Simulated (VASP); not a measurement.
The system is TeAs2.

```
CELL_PARAMETERS angstrom
-3.55645 3.55645 2.94052
3.55645 -3.55645 2.94052
3.55645 3.55645 -2.94052
ATOMIC_POSITIONS crystal
Te 0.75000 0.25000 0.50000
Te 0.00000 0.00000 0.00000
As 0.37500 0.62500 0.25000
As 0.37500 0.12500 0.75000
As 0.37500 0.62500 0.75000
As 0.87500 0.62500 0.25000
```

Base run:

| Quantity | Value |
| --- | --- |
| Program | VASP 6.6.1 |
| Functional | r2SCAN |
| Potentials or basis | VASP PAW PBE potentials, release 64 (Te, As) |
| Cutoff | 520 eV |
| k mesh | 8 × 8 × 8 |
| Occupations | gaussian, width 0.1 eV |
| Spin | no spin polarisation |

Its results: band gap on the k mesh zero (bands 16 and 17 overlap by 0.54 eV); pressure -1.8 GPa.

Question: The run is repeated on the same cell with these changes: functional from r2SCAN to PBEsol; further incar settings from ALGO = Normal; EDIFF = 1e-06; NBANDS = 25 to ALGO = Normal; EDIFF = 1e-07; NBANDS = 25. What comes out?

Answer: Band gap on the k mesh zero (bands 16 and 17 overlap by 0.55 eV); pressure -3.7 GPa.

Caveats: the PAW data sets were made with another functional, which shifts forces and pressure a little; spin-orbit coupling is left out, which moves the levels of the heavy elements; the cell stands under tension (at least some runs).
